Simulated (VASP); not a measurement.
A run of VASP 6.6.1:

The input POSCAR:

```
ZnPt
1.0
    2.8356047500      0.0000000000      0.0000000000
    0.0000000000      2.8356047500      0.0000000000
    0.0000000000      0.0000000000      3.4484340000
Zn Pt
1 1
Direct
    0.5000000000      0.5000000000      0.5000000000
    0.0000000000      0.0000000000      0.0000000000
```

The input INCAR.step1:

```
SYSTEM = ZnPt
ALGO = Normal
EDIFF = 1E-4
ENCUT = 520
GGA = PE
ISMEAR = -1
LASPH = .TRUE.
LCHARG = .FALSE.
LREAL = .FALSE.
LWAVE = .TRUE.
NBANDS = 18
NELM = 60
PREC = Accurate
SIGMA = 0.1
```

The input INCAR.step2:

```
SYSTEM = ZnPt
ALGO = Normal
EDIFF = 1E-6
ENCUT = 520
ISIF = 2
ISMEAR = -1
ISTART = 1
LASPH = .TRUE.
LCHARG = .TRUE.
LELF = .TRUE.
LMIXTAU = .TRUE.
LREAL = .FALSE.
LVHAR = .TRUE.
LWAVE = .FALSE.
METAGGA = R2SCAN
NBANDS = 18
NELM = 60
PREC = Accurate
SIGMA = 0.1
```

The input KPOINTS:

```
k-points
0
G
  12 12 10
  0 0 0
```

Potentials or basis: VASP PAW PBE potentials, release 64 (Zn, Pt).

The run is started by

```bash
$ cat potpaw_PBE.64/Zn/POTCAR potpaw_PBE.64/Pt/POTCAR > POTCAR
$ cp INCAR.step1 INCAR
$ mpirun -np 1 vasp_std > vasp.out
$ cp INCAR.step2 INCAR
$ mpirun -np 1 vasp_std > vasp.out
```

Hardware: 1 thread of Intel Xeon 8259CL (shared host).

Problem. Estimate the wall time of this run.

Solution. It took 4.3 min on 1 thread of Intel Xeon 8259CL, on a shared host, peak memory 0.19 GiB. Counts: k points 168.
